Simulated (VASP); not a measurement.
# SiC: single point with PBEsol

The system is SiC.

```
CELL_PARAMETERS angstrom
2.17841 2.17841 0.00000
-2.17841 2.17841 0.00000
0.00000 2.17841 2.17841
ATOMIC_POSITIONS crystal
Si 0.00000 0.00000 0.00000
C 0.75000 0.25000 0.50000
```

```
Program                : VASP 6.6.1
Task                   : single point
Functional             : PBEsol
Potentials or basis    : VASP PAW PBE potentials, release 64 (Si, C)
Cutoff                 : 520 eV
k mesh                 : 14 × 14 × 14
Occupations            : fermi-dirac, width 0.1 eV
Spin                   : no spin polarisation
Dipole correction      : no
Further INCAR settings : ALGO = Normal; EDIFF = 1e-06; NBANDS = 11
```

```json
{
  "Pressure": "0.4 GPa",
  "Band gap on the k mesh": "1.23 eV, indirect (least direct gap 4.44 eV)"
}
```

Levels at points of the mesh, in eV from the valence-band top:
| k point | band 1 | band 2 | band 3 | band 4 | band 5 | band 6 | band 7 | band 8 |
| --- | --- | --- | --- | --- | --- | --- | --- | --- |
| (0.00, 0.00, 0.00) | -15.43 | 0.00 | 0.00 | 0.00 | 6.20 | 7.25 | 7.25 | 7.25 |
| (0.50, 0.00, 0.00) | -11.82 | -8.60 | -1.06 | -1.06 | 5.38 | 7.14 | 7.14 | 9.92 |
| (0.50, 0.50, 0.00) | -10.36 | -7.84 | -3.21 | -3.21 | 1.23 | 4.20 | 13.96 | 13.96 |

It took 28 s on 1 thread of Intel Xeon 8259CL, with other jobs on the host, peak memory 0.15 GiB.

Caveat: the PAW data sets were made with another functional, which shifts forces and pressure a little. A k mesh can miss the band edges.
